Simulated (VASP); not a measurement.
# Be (Fm-3m) in VASP: further runs

Runs on Be. Level: PBE. Tasks: single point.

All numbers are computed with VASP 6.6.1; they aren't measurements. Logs are shortened: lines on timing, memory, paths and dates and some standing lists are left out, and cuts for length are marked.

**1. The cell of the first run**

The structure is cubic, space group Fm-3m (No. 225). Conventional cell: a = 2.804 Å, b = 2.804 Å, c = 2.804 Å, α = 90.00°, β = 90.00°, γ = 90.00°. Within 2.6 Å of Be (site symmetry m-3m) lie 12 Be at 1.98 Å.

**2. Single point, PBE (volume scaled by 0.7)**

File INCAR:

```
PREC = Accurate
ENCUT = 520
EDIFF = 1E-6
ISMEAR = -1
SIGMA = 0.08
LREAL = F
LASPH = T
NELM = 60
ALGO = Normal
ISIF = 2
LWAVE = F
LCHARG = T
GGA = PE
LELF = T
LVHAR = T
NBANDS = 7
```

File KPOINTS:

```
Automatic mesh
0
Gamma
  20 20 20
```

File POSCAR:

```
Be
1.0
    0.0000000000      1.4019127829      1.4019127829
    1.4019127829      0.0000000000      1.4019127829
    1.4019127829      1.4019127829      0.0000000000
Be
1
Direct
    0.0000000000      0.0000000000      0.0000000000
```

Potentials or basis: VASP PAW PBE potentials, release 64 (Be).

The run is started by

```console
$ cat potpaw_PBE.64/Be/POTCAR > POTCAR
$ mpirun -np 1 vasp_std > vasp.out
```

OUTCAR:

```text
PREC = Accurate
   ENCUT = 520
   EDIFF = 1E-6
   ISMEAR = -1
   LREAL = F
   LASPH = T
   NELM = 60
   ISIF = 2
   GGA = PE

 ion  position               nearest neighbor table
   1  0.000  0.000  0.000-

  LATTYP: Found a face centered cubic cell.
 ALAT       =     2.8038255658

  Lattice vectors:

 A1 = (   0.0000000000,   1.4019127829,   1.4019127829)
 A2 = (   1.4019127829,   0.0000000000,   1.4019127829)
 A3 = (   1.4019127829,   1.4019127829,   0.0000000000)

Analysis of symmetry for initial positions (statically):
=====================================================================
 Subroutine PRICEL returns:
 Original cell was already a primitive cell.

 Routine SETGRP: Setting up the symmetry group for a
 face centered cubic supercell.

 Subroutine GETGRP returns: Found 48 space group operations
 (whereof 48 operations were pure point group operations)
 out of a pool of 48 trial point group operations.

The static configuration has the point symmetry O_h .

Analysis of symmetry for dynamics (positions and initial velocities):
=====================================================================
 Subroutine PRICEL returns:
 Original cell was already a primitive cell.

 Routine SETGRP: Setting up the symmetry group for a
 face centered cubic supercell.

 Subroutine GETGRP returns: Found 48 space group operations
 (whereof 48 operations were pure point group operations)
 out of a pool of 48 trial point group operations.

The dynamic configuration has the point symmetry O_h .

 Subroutine INISYM returns: Found 48 space group operations
 (whereof 48 operations are pure point group operations),
 and found     1 'primitive' translations

----------------------------------------------------------------------------------------

                                     Primitive cell

  volume of cell :       5.5105

  direct lattice vectors                    reciprocal lattice vectors
     0.000000000  1.401912783  1.401912783    -0.356655568  0.356655568  0.356655568
     1.401912783  0.000000000  1.401912783     0.356655568 -0.356655568  0.356655568
     1.401912783  1.401912783  0.000000000     0.356655568  0.356655568 -0.356655568

  length of vectors
     1.982604071  1.982604071  1.982604071     0.617745565  0.617745565  0.617745565

  position of ions in fractional coordinates (direct lattice)
     0.000000000  0.000000000  0.000000000

  ion indices of the primitive-cell ions
[... 61 lines left out ...]
   ions per type =               1
   NGX,Y,Z   is equivalent  to a cutoff of  13.42, 13.42, 13.42 a.u.
   NGXF,Y,Z  is equivalent  to a cutoff of  26.83, 26.83, 26.83 a.u.
 SYSTEM =  unknown system
   PREC   = accura    normal or accurate (medium, high low for compatibility)
   ISTART =      0    job   : 0-new  1-cont  2-samecut
   ICHARG =      2    charge: 1-file 2-atom 10-const
   ISPIN  =      1    spin polarized calculation?
   LNONCOLLINEAR =      F non collinear calculations
   LSORBIT =      F    spin-orbit coupling
   LASPH  =      T    aspherical Exc in radial PAW
   ENCUT  =  520.0 eV  38.22 Ry    6.18 a.u.   3.69  3.69  3.69*2*pi/ulx,y,z
   NELM   =     60;   NELMIN=  2; NELMDL= -5     # of ELM steps
   EDIFF  = 0.1E-05   stopping-criterion for ELM
   LREAL  =      F    real-space projection
[... 7 lines left out ...]
   TEBEG  =    0.0;   TEEND  =   0.0 temperature during run
   PSTRESS=    0.0 pullay stress
   NELECT =       2.0000    total number of electrons
   NUPDOWN=      -1.0000    fix difference up-down
   EMIN   =  10.00;   EMAX   =-10.00  energy-range for DOS
   EFERMI =   0.00;   METHOD = LEGACY
   ISMEAR =    -1;   SIGMA  =   0.08  broadening in eV -4-tet -1-fermi 0-gaus
   EFERMI_NEDOS =   21; number of points for ismear=-14 and -15
   IALGO  =     38    algorithm
   IMIX   =      4    mixing-type and parameters
     AMIX     =   0.40;   BMIX     =  1.00
     AMIX_MAG =   1.60;   BMIX_MAG =  1.00
  volume/ion in A,a.u.               =       5.51        37.19
  Fermi-wavevector in a.u.,A,eV,Ry     =   1.167761  2.206748 18.553788  1.363665
  Thomas-Fermi vector in A             =   2.304256
   LORBIT       =      0    0 simple, 1 ext, 2 COOP (PROOUT), +10 PAW based schemes
   GGA     = PE    functional components
   LHFCALC =     F    Hartree Fock is set to
   AEXX    =    0.0000 exact exchange contribution
   IVDW    =     0    specifies the selected vdW correction
   LEPSILON=     F    determine dielectric tensor
   LRPA    =     F    only Hartree local field effects (RPA)
 non-spin polarized calculation
  energy-cutoff  :      520.00
  volume of cell :        5.51
 maximum number of plane-waves:       169
   NGX =  7   NGY =  7   NGZ =  7

 number of electron       2.0000000 magnetization

 Free energy of the ion-electron system (eV)
  ---------------------------------------------------
  ext. energy  EPLUGINS =         0.00000000
  ---------------------------------------------------
  free energy    TOTEN  =        -3.23657774 eV

  energy without entropy =       -3.23579189  energy(sigma->0) =       -3.23618482

 E-fermi :  10.9529     XC(G=0): -11.8614

 val. band max:       10.8439906533   @ k =  -0.3500   0.3500   0.0000
 cond. band min:      11.2128388140   @ k =  -0.3500   0.3500   0.0500
 fundamental gap:      0.3688481607
 Fermi energy:        10.9528811231

 k-point     1 :       0.0000    0.0000    0.0000
  band No.  band energies     occupation
      1      -2.9788      2.00000
      2      36.7917      0.00000
      3      36.7917      0.00000
      4      36.7917      0.00000
      5      47.5213      0.00000
      6      47.5213      0.00000
      7      47.5213      0.00000
[... 221 lines left out ...]
 k-point    24 :      -0.3500    0.0500    0.0000
  band No.  band energies     occupation
      1       1.8946      2.00000
      2      16.3449      0.00000
      3      31.8162      0.00000
      4      33.7332      0.00000
      5      43.5549      0.00000
      6      44.9209      0.00000
      7      50.0303      0.00000

 [... further k-points ...]
[... 5 lines left out ...]
  --------------------------------------------------------------------------------------
  -------------------------------------------------------------------------------------
  Total        2.7236248      2.7236248      2.7236248      0.0000000      0.0000000     -0.0000000
  in kB      791.8900340    791.8900340    791.8900340      0.0000000      0.0000000     -0.0000000
  external PRESSURE =     791.8900340 kB  Pullay stress =       0.0000000 kB

 VOLUME and BASIS-vectors are now :
 -----------------------------------------------------------------------------
  energy-cutoff  :      520.00
  volume of cell :        5.51
      direct lattice vectors                 reciprocal lattice vectors
     0.000000000  1.401912783  1.401912783    -0.356655568  0.356655568  0.356655568
     1.401912783  0.000000000  1.401912783     0.356655568 -0.356655568  0.356655568
     1.401912783  1.401912783  0.000000000     0.356655568  0.356655568 -0.356655568

 POSITION                                       TOTAL-FORCE (eV/Angst)
 -----------------------------------------------------------------------------------
      0.00000      0.00000      0.00000         0.000000      0.000000      0.000000
 -----------------------------------------------------------------------------------
    total drift:                               -0.000000      0.000000     -0.000000

  FREE ENERGIE OF THE ION-ELECTRON SYSTEM (eV)
  ---------------------------------------------------
  free  energy   TOTEN  =        -3.2365777440 eV

  energy  without entropy=       -3.2357918929  energy(sigma->0) =       -3.23618482
```

OSZICAR:

```text
N       E                     dE             d eps       ncg     rms          rms(c)
DAV:   1    -0.171956461477E+01   -0.17196E+01   -0.13124E+03  4081   0.242E+02
DAV:   2    -0.331239186805E+01   -0.15928E+01   -0.15485E+01  4725   0.293E+01
DAV:   3    -0.331379894470E+01   -0.14071E-02   -0.14070E-02  4333   0.819E-01
DAV:   4    -0.331379904954E+01   -0.10484E-06   -0.10557E-06  5285   0.679E-03
DAV:   5    -0.331379904862E+01    0.92054E-09   -0.42718E-11  4284   0.220E-05    0.118E+00
DAV:   6    -0.325389954900E+01    0.59899E-01   -0.12424E-02  3899   0.121E+00    0.752E-01
DAV:   7    -0.323666079573E+01    0.17239E-01   -0.96572E-03  4081   0.113E+00    0.352E-02
DAV:   8    -0.323658591580E+01    0.74880E-04   -0.16582E-05  4144   0.382E-02    0.156E-02
DAV:   9    -0.323657921400E+01    0.67018E-05   -0.71011E-06  4256   0.222E-02    0.425E-03
DAV:  10    -0.323657793841E+01    0.12756E-05   -0.14932E-07  2884   0.320E-03    0.822E-04
DAV:  11    -0.323657774395E+01    0.19446E-06   -0.13809E-08  1981   0.839E-04
   1 F= -.32365777E+01 E0= -.32361848E+01  d E =-.785851E-03
```

Run time: 3.8 s. Hardware: 1 thread of Intel Xeon 6975P-C, shared host; peak memory 0.11 GiB.

Results:

- Free energy: -3.2366 eV
- Pressure: 79.2 GPa
- Band gap on the k mesh: zero (band 1 reaches 12.14 eV, above the bottom of band 2 at 10.84 eV)

**3. Single point, PBE (volume scaled by 0.8)**

File INCAR:

```
SYSTEM = Be
ALGO = Normal ; EDIFF = 1E-7
ENCUT = 520 ; GGA = PE
ISIF = 2 ; ISMEAR = -1
LASPH = .True. ; LCHARG = .False.
LREAL = .False. ; LWAVE = .False.
NBANDS = 7 ; NELM = 60
PREC = Accurate ; SIGMA = 0.08
```

File KPOINTS:

```
k-points
0
Gamma
  20 20 20
  0 0 0
```

File POSCAR:

```
Be
1.0
    0.0000000000      1.4657221289      1.4657221289
    1.4657221289      0.0000000000      1.4657221289
    1.4657221289      1.4657221289      0.0000000000
Be
1
Direct
    0.0000000000      0.0000000000      0.0000000000
```

Potentials or basis: VASP PAW PBE potentials, release 64 (Be).

The run is started by

```console
$ cat potpaw_PBE.64/Be/POTCAR > POTCAR
$ mpirun -np 1 vasp_std > vasp.out
```

Wall time 3.6 s (1 thread of Intel Xeon 6975P-C, shared host); peak memory 0.11 GiB.

It converged, with:

```yaml
Free_energy: -3.5207 eV
Pressure: 39.7 GPa
Band_gap_on_the_k_mesh: zero (band 1 reaches 10.68 eV, above the bottom of band 2 at 9.50 eV)
```

Levels at points of the mesh, in eV from the Fermi level:
```csv
k point,band 1,band 2,band 3,band 4,band 5,band 6
"(0.00, 0.00, 0.00)",-13.18,23.24,23.24,23.24,33.55,33.55
"(0.50, 0.00, 0.00)",-6.29,0.77,19.70,19.70,30.17,30.17
"(0.50, 0.50, 0.00)",-3.16,4.78,11.28,11.28,17.28,28.08
```

**4. Single point, PBE (volume scaled by 0.9)**

File INCAR:

```
ALGO = Normal ; EDIFF = 1E-7
ENCUT = 520 ; GGA = PE
ISIF = 2 ; ISMEAR = -1
LASPH = True ; LCHARG = True
LELF = True ; LREAL = False
LVHAR = True ; LWAVE = False
NBANDS = 7 ; NELM = 80
PREC = Accurate ; SIGMA = 0.08
```

File KPOINTS:

```
k-points
0
Gamma
  20 20 20
```

File POSCAR:

```
Be
1.0
    0.0000000000      1.5244124448      1.5244124448
    1.5244124448      0.0000000000      1.5244124448
    1.5244124448      1.5244124448      0.0000000000
Be
1
Direct
    0.0000000000      0.0000000000      0.0000000000
```

The run is started by

```console
$ cat potpaw_PBE.64/Be/POTCAR > POTCAR
$ mpirun -np 1 vasp_std > vasp.out
```

Run time: 3.5 s. Hardware: 1 thread of Intel Xeon 6975P-C, shared host; peak memory 0.12 GiB.

The run converged. Its results:

| Property | Result |
| --- | --- |
| Free energy | -3.6516 eV |
| Pressure | 15.4 GPa |
| Band gap on the k mesh | zero (band 1 reaches 9.50 eV, above the bottom of band 2 at 8.41 eV) |

Levels at points of the mesh, in eV from the Fermi level:
```csv
k point,band 1,band 2,band 3,band 4,band 5,band 6
"(0.00, 0.00, 0.00)",-12.50,21.15,21.15,21.15,31.11,31.11
"(0.50, 0.00, 0.00)",-5.76,0.33,17.94,17.94,28.02,28.02
"(0.50, 0.50, 0.00)",-2.91,4.25,10.31,10.31,16.11,25.12
```

**5. Single point, PBE (volume scaled by 0.9)**

File INCAR:

```
SYSTEM = Be
ALGO = Normal
EDIFF = 1E-6
ENCUT = 520
GGA = PE
ISIF = 2
ISMEAR = -1
LASPH = .TRUE.
LCHARG = .TRUE.
LELF = .TRUE.
LREAL = .FALSE.
LVHAR = .TRUE.
LWAVE = .FALSE.
NBANDS = 7
NELM = 100
PREC = Accurate
SIGMA = 0.08
```

File KPOINTS:

```
k-points
0
G
  20 20 20
  0 0 0
```

POSCAR is that of step 4.

The run is started by

```console
$ cat potpaw_PBE.64/Be/POTCAR > POTCAR
$ mpirun -np 1 vasp_std > vasp.out
```

It took 3.9 s on 1 thread of Intel Xeon 6975P-C, shared host; peak memory 0.11 GiB.

Results (log left out):

```yaml
Free_energy: -3.6516 eV
Pressure: 15.4 GPa
Band_gap_on_the_k_mesh: zero (band 1 reaches 9.50 eV, above the bottom of band 2 at 8.41 eV)
```

Levels at points of the mesh, in eV from the Fermi level:
```
           k point  band 1  band 2  band 3  band 4  band 5  band 6
(0.00, 0.00, 0.00)  -12.50   21.15   21.15   21.15   31.11   31.11
(0.50, 0.00, 0.00)   -5.76    0.33   17.94   17.94   28.02   28.02
(0.50, 0.50, 0.00)   -2.91    4.25   10.31   10.31   16.11   25.12
```

**6. The runs side by side**

| cell | gap on the mesh (eV) | pressure (GPa) |
| --- | --- | --- |
| a = 1.983 Å, angles 60.0°, 1 atom | none | 79.2 |
| a = 2.073 Å, angles 60.0°, 1 atom | none | 39.7 |
| a = 2.156 Å, angles 60.0°, 1 atom | none | 15.4 |

Alike in all rows: task single point; level PBE; potentials or basis VASP PAW PBE potentials, release 64 (Be); no spin polarisation; k mesh 20 × 20 × 20; cutoff (eV) 520; smearing fermi-dirac 0.08 eV.

Absolute energies hang on the potentials; compare differences alone.
